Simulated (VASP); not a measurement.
Set up this calculation in VASP 6.6.1, as the native input.

* Task: single point
* Functional: PBEsol
* Potentials or basis: VASP PAW PBE potentials, release 64 (Nb_sv)
* Cutoff: 500 eV
* k mesh: 9 × 9 × 6
* Occupations: gaussian, width 0.1 eV
* Spin: no spin polarisation
* Dipole correction: no
* Further INCAR settings: ALGO = Normal; EDIFF = 1e-06; NBANDS = 12

The structure of Nb lies in POSCAR:

```
Nb
1.0
    2.8410979304      0.0000000000      0.0000000000
   -1.4205489652      2.4604629824      0.0000000000
    0.0000000000      0.0000000000      2.6546508788
Nb
1
Direct
    0.0000000000      0.0000000000      0.0000000000
```

The input as run:

INCAR

```
  PREC = Accurate
  ENCUT = 500
  EDIFF = 1E-6
  ISMEAR = 0
  SIGMA = 0.1
  LREAL = F
  LASPH = T
  NELM = 120
  ALGO = Normal
  ISIF = 2
  LWAVE = F
  LCHARG = F
  GGA = PS
  NBANDS = 12
  GGA_COMPAT = F
```

KPOINTS

```
Automatic mesh
0
Gamma
  9 9 6
```

Potentials or basis: VASP PAW PBE potentials, release 64 (Nb_sv).

Run with:

```bash
$ cat potpaw_PBE.64/Nb_sv/POTCAR > POTCAR
$ mpirun -np 1 vasp_std > vasp.out
```

Results of the run:

* Pressure: 2.0 GPa

Caveat: the k points lie up to 0.39 Å⁻¹ apart; the PAW data sets were made with another functional, which shifts forces and pressure a little.

Run time: 4.9 s on 1 thread of Intel(R) Xeon(R) Platinum 8488C (Sapphire Rapids), on a shared host, peak memory 0.13 GiB.
